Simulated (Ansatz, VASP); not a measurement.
**One calculation of CdS, two programs**

INCAR

```
SYSTEM = CdS
PREC = Accurate
ENCUT = 520
EDIFF = 1E-7
ISMEAR = 0
SIGMA = 0.01
LREAL = .FALSE.
LASPH = .TRUE.
NELM = 100
ALGO = Normal
ISIF = 2
LWAVE = .FALSE.
LCHARG = .FALSE.
NBANDS = 26
```

The input KPOINTS:

```
Automatic mesh
0
G
  6 6 4
  0 0 0
```

Contents of POSCAR:

```
CdS
1.0
    4.1500000000      0.0000000000      0.0000000000
   -2.0750000000      3.5940054300      0.0000000000
    0.0000000000      0.0000000000      6.7370000000
Cd S
2 2
Direct
    0.3333333300      0.6666666700      0.0000000000
    0.6666666700      0.3333333300      0.5000000000
    0.3333333300      0.6666666700      0.3750000000
    0.6666666700      0.3333333300      0.8750000000
```

Input for Ansatz:

```yaml
crystal:
  lattice:
    - [4.15, 0.0, 0.0]
    - [-2.075, 3.59400543, 0.0]
    - [0.0, 0.0, 6.737]
  atoms:
    - { symbol: Cd, position: [0.33333333000000004, 0.66666667, 0.0] }
    - { symbol: Cd, position: [0.66666667, 0.33333333, 0.5] }
    - { symbol: S, position: [0.33333333000000004, 0.66666667, 0.37499999999999994] }
    - { symbol: S, position: [0.66666667, 0.33333333, 0.875] }
kpoints:
  mp_grid:
    grid: [6, 6, 4]
hamiltonian:
  xc: lda
scf:
  occupations:
    method: fixed
output:
  eigenvalues: true
```

Alike in both runs: task single point; functional LDA; k mesh 6 × 6 × 4; no spin polarisation.

|  | VASP | Ansatz |
| --- | --- | --- |
| version | VASP 6.6.1 | Ansatz 0.2.0 |
| potentials or method | VASP PAW LDA potentials, release 64 (Cd, S) | plane waves, PAW |
| plane-wave cutoff (eV) | 520 | 420 |
| occupations | gaussian, width 0.01 eV | fixed |
| valence electrons in the cell | 36 | 52 |

|  | VASP | Ansatz | Ansatz less VASP |
| --- | --- | --- | --- |
| gap on the k mesh at the Fermi level (eV) | 0.94 | 0.91 | -0.026 |

LDA's correlation is that of Perdew and Zunger in VASP and of Perdew and Wang (1992) in Ansatz. VASP's potentials hold 36 valence electrons a cell and Ansatz's 52, so a difference there can come from the potentials and not from the codes.
